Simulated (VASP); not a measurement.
# GaAs (dlda) (F-43m) in VASP: further runs, part 2 of 2

VASP 6.6.1. Earlier steps stand in the parts before.

### 5 Relaxation of cell and atoms, LDA

INCAR

```
SYSTEM = GaAs
ALGO = Normal
EDIFF = 1E-6
EDIFFG = -0.002
ENCUT = 600
IBRION = 2
ISIF = 3
ISMEAR = 0
LASPH = .TRUE.
LCHARG = .FALSE.
LREAL = .FALSE.
LWAVE = .FALSE.
NELM = 80
NSW = 100
PREC = Accurate
SIGMA = 0.02
```

KPOINTS

```
k-points
0
G
  10 10 10
  0 0 0
```

POSCAR

```
GaAs
1.0
    0.0000000000      2.8015691422      2.8015691422
    2.8015691422      0.0000000000      2.8015691422
    2.8015691422      2.8015691422      0.0000000000
Ga As
1 1
Direct
    0.0000000000      0.0000000000      0.0000000000
    0.7500000000      0.7500000000      0.7500000000
```

Potentials or basis: VASP PAW LDA potentials, release 64 (Ga_d, As).

Launch:

```
$ cat potpaw_LDA.64/Ga_d/POTCAR potpaw_LDA.64/As/POTCAR > POTCAR
$ mpirun -np 1 vasp_std > vasp.out
```

OUTCAR:

```text
SYSTEM = GaAs
   EDIFF = 1E-6
   EDIFFG = -0.002
   ENCUT = 600
   IBRION = 2
   ISIF = 3
   ISMEAR = 0
   LASPH = .TRUE.
   LREAL = .FALSE.
   NELM = 80
   NSW = 100
   PREC = Accurate

 ion  position               nearest neighbor table
   1  0.000  0.000  0.000-   2 2.43   2 2.43   2 2.43   2 2.43
   2  0.750  0.750  0.750-   1 2.43   1 2.43   1 2.43   1 2.43

  LATTYP: Found a face centered cubic cell.
 ALAT       =     5.6031382844

  Lattice vectors:

 A1 = (   0.0000000000,   2.8015691422,   2.8015691422)
 A2 = (   2.8015691422,   0.0000000000,   2.8015691422)
 A3 = (   2.8015691422,   2.8015691422,   0.0000000000)

Analysis of symmetry for initial positions (statically):
=====================================================================
 Subroutine PRICEL returns:
 Original cell was already a primitive cell.

 Routine SETGRP: Setting up the symmetry group for a
 face centered cubic supercell.

 Subroutine GETGRP returns: Found 24 space group operations
 (whereof 24 operations were pure point group operations)
 out of a pool of 48 trial point group operations.

The static configuration has the point symmetry T_d .

Analysis of symmetry for dynamics (positions and initial velocities):
=====================================================================
 Subroutine PRICEL returns:
 Original cell was already a primitive cell.

 Routine SETGRP: Setting up the symmetry group for a
 face centered cubic supercell.

 Subroutine GETGRP returns: Found 24 space group operations
 (whereof 24 operations were pure point group operations)
 out of a pool of 48 trial point group operations.

The dynamic configuration has the point symmetry T_d .

 Subroutine INISYM returns: Found 24 space group operations
 (whereof 24 operations are pure point group operations),
 and found     1 'primitive' translations

----------------------------------------------------------------------------------------

                                     Primitive cell

  volume of cell :      43.9779

  direct lattice vectors                    reciprocal lattice vectors
     0.000000000  2.801569142  2.801569142    -0.178471412  0.178471412  0.178471412
     2.801569142  0.000000000  2.801569142     0.178471412 -0.178471412  0.178471412
     2.801569142  2.801569142  0.000000000     0.178471412  0.178471412 -0.178471412
[... 101 lines left out ...]
   IALGO  =     38    algorithm
   IMIX   =      4    mixing-type and parameters
     AMIX     =   0.40;   BMIX     =  1.00
     AMIX_MAG =   1.60;   BMIX_MAG =  1.00
  volume/ion in A,a.u.               =      21.99       148.39
  Fermi-wavevector in a.u.,A,eV,Ry     =   1.215498  2.296959 20.101736  1.477436
  Thomas-Fermi vector in A             =   2.350883
   LORBIT       =      0    0 simple, 1 ext, 2 COOP (PROOUT), +10 PAW based schemes
   GGA     = CA    functional components
   LHFCALC =     F    Hartree Fock is set to
   AEXX    =    0.0000 exact exchange contribution
   IVDW    =     0    specifies the selected vdW correction
   LEPSILON=     F    determine dielectric tensor
   LRPA    =     F    only Hartree local field effects (RPA)
 conjugate gradient relaxation of ions
 non-spin polarized calculation
 Gauss-broadening in eV      SIGMA  =   0.02
  energy-cutoff  :      600.00
  volume of cell :       43.98
 maximum number of plane-waves:      1479
   NGX = 15   NGY = 15   NGZ = 15

--------------------------------------- Ionic step        1  -------------------------------------------

 number of electron      18.0000004 magnetization

 Free energy of the ion-electron system (eV)
  ---------------------------------------------------
  ext. energy  EPLUGINS =         0.00000000
  ---------------------------------------------------
  free energy    TOTEN  =        -9.64089069 eV

  energy without entropy =       -9.64089069  energy(sigma->0) =       -9.64089069

 E-fermi :   4.1571     XC(G=0): -10.0318

 val. band max:        4.0613054671   @ k =   0.0000   0.0000   0.0000
 cond. band min:       4.5973820487   @ k =   0.0000   0.0000   0.0000
 fundamental gap:      0.5360765816
 Fermi energy:         4.1571421219

 k-point     1 :       0.0000    0.0000    0.0000
  band No.  band energies     occupation
      1     -10.9183      2.00000
      2     -10.9183      2.00000
      3     -10.9183      2.00000
      4     -10.8334      2.00000
      5     -10.8334      2.00000
      6      -8.8995      2.00000
      7       4.0613      2.00000
      8       4.0613      2.00000
      9       4.0613      2.00000
     10       4.5974      0.00000
     11       7.7417      0.00000
     12       7.7417      0.00000
     13       7.7417      0.00000
[... 439 lines left out ...]
--------------------------------------- Ionic step        3  -------------------------------------------

 number of electron      18.0000006 magnetization

 Free energy of the ion-electron system (eV)
  ---------------------------------------------------
  ext. energy  EPLUGINS =         0.00000000
  ---------------------------------------------------
  free energy    TOTEN  =        -9.64105499 eV

  energy without entropy =       -9.64105499  energy(sigma->0) =       -9.64105499

 E-fermi :   4.1026     XC(G=0): -10.0140

 val. band max:        4.0221777804   @ k =   0.0000   0.0000   0.0000
 cond. band min:       4.5278458583   @ k =   0.0000   0.0000   0.0000
 fundamental gap:      0.5056680779
 Fermi energy:         4.1025789860

 k-point     1 :       0.0000    0.0000    0.0000
  band No.  band energies     occupation
      1     -10.9494      2.00000
      2     -10.9494      2.00000
      3     -10.9494      2.00000
      4     -10.8656      2.00000
      5     -10.8656      2.00000
      6      -8.9090      2.00000
      7       4.0222      2.00000
      8       4.0222      2.00000
      9       4.0222      2.00000
     10       4.5278      0.00000
     11       7.7017      0.00000
     12       7.7017      0.00000
     13       7.7017      0.00000
[... 397 lines left out ...]
  FREE ENERGIE OF THE ION-ELECTRON SYSTEM (eV)
  ---------------------------------------------------
  free  energy   TOTEN  =        -9.6410549929 eV

  energy  without entropy=       -9.6410549929  energy(sigma->0) =       -9.64105499

 reached required accuracy - stopping structural energy minimisation
```

OSZICAR:

```text
N       E                     dE             d eps       ncg     rms          rms(c)
DAV:   1     0.867310884855E+02    0.86731E+02   -0.98819E+03  1230   0.213E+03
DAV:   2    -0.286795246303E+01   -0.89599E+02   -0.86743E+02  1328   0.357E+02
DAV:   3    -0.974964451406E+01   -0.68817E+01   -0.68412E+01  1537   0.796E+01
[... 20 lines left out ...]
DAV:   2    -0.964116418125E+01    0.39341E-03   -0.73029E-04  1522   0.667E-01    0.582E-02
DAV:   3    -0.964106578337E+01    0.98398E-04   -0.11620E-04  1612   0.225E-01    0.131E-02
DAV:   4    -0.964105642338E+01    0.93600E-05   -0.10541E-05  1430   0.503E-02    0.448E-03
DAV:   5    -0.964105501936E+01    0.14040E-05   -0.66749E-07   611   0.132E-02    0.972E-04
DAV:   6    -0.964105499294E+01    0.26417E-07   -0.13946E-07   611   0.544E-03
   3 F= -.96410550E+01 E0= -.96410550E+01  d E =-.164299E-03
```

CONTCAR:

```text
GaAs
   1.00000000000000
     0.0000000000000000    2.8053006005390659    2.8053006005390659
     2.8053006005390659    0.0000000000000000    2.8053006005390659
     2.8053006005390659    2.8053006005390659    0.0000000000000000
  Ga              As
     1     1
Direct
     0.0000000000000000    0.0000000000000000    0.0000000000000000
     0.7500000000000000    0.7500000000000000    0.7500000000000000

  0.00000000E+00  0.00000000E+00  0.00000000E+00
  0.00000000E+00  0.00000000E+00  0.00000000E+00
```

Wall time 21 s (1 thread of Intel Xeon 6975P-C (Granite Rapids), shared host); peak memory 0.18 GiB.

What came out:

```
Free energy                            : -9.6411 eV
Relaxed volume                         : 22.08 Å³/atom
Relaxed cell                           : a = 3.967 Å, b = 3.967 Å, c = 3.967 Å, α = 60.00°, β = 60.00°, γ = 60.00°
Space group after relaxing (to 0.05 Å) : F-43m (No. 216)
Energy gained by relaxing              : 0.1 meV/atom
Ionic steps                            : 3
Pressure after relaxing                : 0.0 GPa
Band gap on the k mesh                 : 0.51 eV, direct
```

Step by step:
| step | energy change (eV) | largest force (eV/Å) | pressure (GPa) | volume (Å³) |
| --- | --- | --- | --- | --- |
| 1 | 0.0000 | 0.0000 | 0.29 | 43.98 |
| 2 | -0.0001 | 0.0000 | -0.19 | 44.23 |
| 3 | -0.0002 | 0.0000 | 0.01 | 44.15 |

Final structure:
```
Ga As
1.0
     0.00000    2.80530    2.80530
     2.80530    0.00000    2.80530
     2.80530    2.80530    0.00000
Ga As
1 1
Direct
  0.00000 0.00000 0.00000
  0.75000 0.75000 0.75000
```

### 6 Relaxation of cell and atoms, LDA

INCAR

```
PREC     = Accurate       # precision mode
ENCUT    = 600            # plane-wave cutoff, eV
EDIFF    = 1E-7           # SCF threshold, eV
ISMEAR   = 0              # smearing method
SIGMA    = 0.01           # smearing width, eV
LREAL    = False          # projectors in reciprocal space
LASPH    = True           # aspherical terms in the spheres
NELM     = 80             # most SCF steps
ALGO     = Normal         # electronic algorithm
ISIF     = 3              # what is computed and relaxed
LWAVE    = False          # write WAVECAR
LCHARG   = False          # write CHGCAR
GGA      = CA             # functional
IBRION   = 2              # ionic algorithm
NSW      = 80             # ionic steps
EDIFFG   = -0.001         # ionic threshold
```

KPOINTS

```
Automatic mesh
0
Gamma
  12 12 12
```

POSCAR is that of step 5.

Potentials or basis: VASP PAW LDA potentials, release 64 (Ga_d, As).

Launch:

```
$ cat potpaw_LDA.64/Ga_d/POTCAR potpaw_LDA.64/As/POTCAR > POTCAR
$ mpirun -np 1 vasp_std > vasp.out
```

OUTCAR:

```text
PREC = Accurate
   ENCUT = 600
   EDIFF = 1E-7
   ISMEAR = 0
   LREAL = False
   LASPH = True
   NELM = 80
   ISIF = 3
   GGA = CA
   IBRION = 2
   NSW = 80
   EDIFFG = -0.001

 ion  position               nearest neighbor table
   1  0.000  0.000  0.000-   2 2.43   2 2.43   2 2.43   2 2.43
   2  0.750  0.750  0.750-   1 2.43   1 2.43   1 2.43   1 2.43

  LATTYP: Found a face centered cubic cell.
 ALAT       =     5.6031382844

  Lattice vectors:

 A1 = (   0.0000000000,   2.8015691422,   2.8015691422)
 A2 = (   2.8015691422,   0.0000000000,   2.8015691422)
 A3 = (   2.8015691422,   2.8015691422,   0.0000000000)

Analysis of symmetry for initial positions (statically):
=====================================================================
 Subroutine PRICEL returns:
 Original cell was already a primitive cell.

 Routine SETGRP: Setting up the symmetry group for a
 face centered cubic supercell.

 Subroutine GETGRP returns: Found 24 space group operations
 (whereof 24 operations were pure point group operations)
 out of a pool of 48 trial point group operations.

The static configuration has the point symmetry T_d .

Analysis of symmetry for dynamics (positions and initial velocities):
=====================================================================
 Subroutine PRICEL returns:
 Original cell was already a primitive cell.

 Routine SETGRP: Setting up the symmetry group for a
 face centered cubic supercell.

 Subroutine GETGRP returns: Found 24 space group operations
 (whereof 24 operations were pure point group operations)
 out of a pool of 48 trial point group operations.

The dynamic configuration has the point symmetry T_d .

 Subroutine INISYM returns: Found 24 space group operations
 (whereof 24 operations are pure point group operations),
 and found     1 'primitive' translations

----------------------------------------------------------------------------------------

                                     Primitive cell

  volume of cell :      43.9779

  direct lattice vectors                    reciprocal lattice vectors
     0.000000000  2.801569142  2.801569142    -0.178471412  0.178471412  0.178471412
     2.801569142  0.000000000  2.801569142     0.178471412 -0.178471412  0.178471412
     2.801569142  2.801569142  0.000000000     0.178471412  0.178471412 -0.178471412

  length of vectors
[... 101 lines left out ...]
     AMIX     =   0.40;   BMIX     =  1.00
     AMIX_MAG =   1.60;   BMIX_MAG =  1.00
  volume/ion in A,a.u.               =      21.99       148.39
  Fermi-wavevector in a.u.,A,eV,Ry     =   1.215498  2.296959 20.101736  1.477436
  Thomas-Fermi vector in A             =   2.350883
   LORBIT       =      0    0 simple, 1 ext, 2 COOP (PROOUT), +10 PAW based schemes
   GGA     = CA    functional components
   LHFCALC =     F    Hartree Fock is set to
   AEXX    =    0.0000 exact exchange contribution
   IVDW    =     0    specifies the selected vdW correction
   LEPSILON=     F    determine dielectric tensor
   LRPA    =     F    only Hartree local field effects (RPA)
 conjugate gradient relaxation of ions
 non-spin polarized calculation
 Gauss-broadening in eV      SIGMA  =   0.01
  energy-cutoff  :      600.00
  volume of cell :       43.98
 maximum number of plane-waves:      1484
   NGX = 15   NGY = 15   NGZ = 15

--------------------------------------- Ionic step        1  -------------------------------------------

 number of electron      18.0000004 magnetization

 Free energy of the ion-electron system (eV)
  ---------------------------------------------------
  ext. energy  EPLUGINS =         0.00000000
  ---------------------------------------------------
  free energy    TOTEN  =        -9.64189047 eV

  energy without entropy =       -9.64189047  energy(sigma->0) =       -9.64189047

 E-fermi :   4.1572     XC(G=0): -10.0319

 val. band max:        4.0608203457   @ k =   0.0000   0.0000   0.0000
 cond. band min:       4.5972475424   @ k =   0.0000   0.0000   0.0000
 fundamental gap:      0.5364271968
 Fermi energy:         4.1572106368

 k-point     1 :       0.0000    0.0000    0.0000
  band No.  band energies     occupation
      1     -10.9178      2.00000
      2     -10.9178      2.00000
      3     -10.9178      2.00000
      4     -10.8329      2.00000
      5     -10.8329      2.00000
      6      -8.8999      2.00000
      7       4.0608      2.00000
      8       4.0608      2.00000
      9       4.0608      2.00000
     10       4.5972      0.00000
     11       7.7417      0.00000
     12       7.7417      0.00000
     13       7.7417      0.00000
[... 547 lines left out ...]
--------------------------------------- Ionic step        6  -------------------------------------------

 number of electron      18.0000006 magnetization

 Free energy of the ion-electron system (eV)
  ---------------------------------------------------
  ext. energy  EPLUGINS =         0.00000000
  ---------------------------------------------------
  free energy    TOTEN  =        -9.64206598 eV

  energy without entropy =       -9.64206598  energy(sigma->0) =       -9.64206598

 E-fermi :   4.0993     XC(G=0): -10.0131

 val. band max:        4.0192778313   @ k =   0.0000   0.0000   0.0000
 cond. band min:       4.5234382391   @ k =   0.0000   0.0000   0.0000
 fundamental gap:      0.5041604079
 Fermi energy:         4.0993255602

 k-point     1 :       0.0000    0.0000    0.0000
  band No.  band energies     occupation
      1     -10.9509      2.00000
      2     -10.9509      2.00000
      3     -10.9509      2.00000
      4     -10.8671      2.00000
      5     -10.8671      2.00000
      6      -8.9101      2.00000
      7       4.0193      2.00000
      8       4.0193      2.00000
      9       4.0193      2.00000
     10       4.5234      0.00000
     11       7.6993      0.00000
     12       7.6993      0.00000
     13       7.6993      0.00000
[... 397 lines left out ...]
  FREE ENERGIE OF THE ION-ELECTRON SYSTEM (eV)
  ---------------------------------------------------
  free  energy   TOTEN  =        -9.6420659755 eV

  energy  without entropy=       -9.6420659755  energy(sigma->0) =       -9.64206598

 reached required accuracy - stopping structural energy minimisation
```

CONTCAR:

```text
GaAs
   1.00000000000000
     0.0000000000000000    2.8055214815654805    2.8055214815654805
     2.8055214815654805    0.0000000000000000    2.8055214815654805
     2.8055214815654805    2.8055214815654805   -0.0000000000000000
  Ga              As
     1     1
Direct
     1.0000000000000000    0.0000000000000000    1.0000000000000000
     0.7500000000000000    0.7500000000000000    0.7500000000000000

  0.00000000E+00  0.00000000E+00  0.00000000E+00
  0.00000000E+00  0.00000000E+00  0.00000000E+00
```

It took 47 s on 1 thread of Intel Xeon 6975P-C (Granite Rapids), shared host; peak memory 0.2 GiB.

Results:

- Free energy: -9.6421 eV
- Relaxed volume: 22.08 Å³/atom
- Relaxed cell: a = 3.968 Å, b = 3.968 Å, c = 3.968 Å, α = 60.00°, β = 60.00°, γ = 60.00°
- Space group after relaxing (to 0.05 Å): F-43m (No. 216)
- Energy gained by relaxing: 0.1 meV/atom
- Ionic steps: 6
- Pressure after relaxing: 0.0 GPa
- Band gap on the k mesh: 0.50 eV, direct

The path:
| step | energy change (eV) | largest force (eV/Å) | pressure (GPa) | volume (Å³) |
| --- | --- | --- | --- | --- |
| 1 | 0.0000 | 0.0000 | 0.31 | 43.98 |
| 2 | -0.0001 | 0.0000 | -0.15 | 44.25 |
| 3 | -0.0002 | 0.0000 | 0.02 | 44.16 |
| 4 | -0.0002 | 0.0000 | -0.03 | 44.17 |
| 5 | -0.0002 | 0.0000 | 0.01 | 44.16 |
| 6 | -0.0002 | 0.0000 | 0.00 | 44.16 |

Final structure:
```
CELL_PARAMETERS angstrom
0.00000 2.80552 2.80552
2.80552 0.00000 2.80552
2.80552 2.80552 0.00000
ATOMIC_POSITIONS crystal
Ga 0.00000 0.00000 0.00000
As 0.75000 0.75000 0.75000
```

Levels at points of the mesh, in eV from the valence-band top:
| k point | band 5 | band 6 | band 7 | band 8 | band 9 | band 10 | band 11 | band 12 | band 13 |
| --- | --- | --- | --- | --- | --- | --- | --- | --- | --- |
| (0.00, 0.00, 0.00) | -14.89 | -12.93 | 0.00 | 0.00 | 0.00 | 0.50 | 3.68 | 3.68 | 3.68 |
| (0.50, 0.00, 0.00) | -14.88 | -11.09 | -6.82 | -1.18 | -1.18 | 0.93 | 4.59 | 4.59 | 7.59 |
| (0.50, 0.50, 0.00) | -14.87 | -10.32 | -6.98 | -2.77 | -2.77 | 1.30 | 1.54 | 10.22 | 10.22 |

### 7 Summary

```tsv
task	cell	k mesh	cutoff (eV)	smearing	gap on the mesh (eV)	pressure (GPa)	relaxed volume (Å³/atom)
single point	a = 3.962 Å, angles 60.0°, 2 atoms	10 × 10 × 10	520	gaussian 0.1 eV	0.54	0.3	-
single point	a = 3.962 Å, angles 60.0°, 2 atoms	10 × 10 × 10	520	gaussian 0.02 eV	0.54	0.3	-
single point	a = 3.962 Å, angles 60.0°, 2 atoms	12 × 12 × 12	520	gaussian 0.01 eV	0.54	0.3	-
relaxation of cell and atoms	relaxed from a = 3.962 Å, angles 60.0°, 2 atoms	10 × 10 × 10	600	gaussian 0.02 eV	0.51	0.0	22.08
relaxation of cell and atoms	relaxed from a = 3.962 Å, angles 60.0°, 2 atoms	12 × 12 × 12	600	gaussian 0.01 eV	0.50	0.0	22.08
```

Alike in all rows: level LDA; potentials or basis VASP PAW LDA potentials, release 64 (Ga_d, As); no spin polarisation.

On the cell as given the gap runs from 0.54 eV (LDA) to 0.54 eV (LDA); the meshes differ, which moves gaps too.

Total energies depend on the potentials used, so only differences within one code and one set of settings carry meaning.
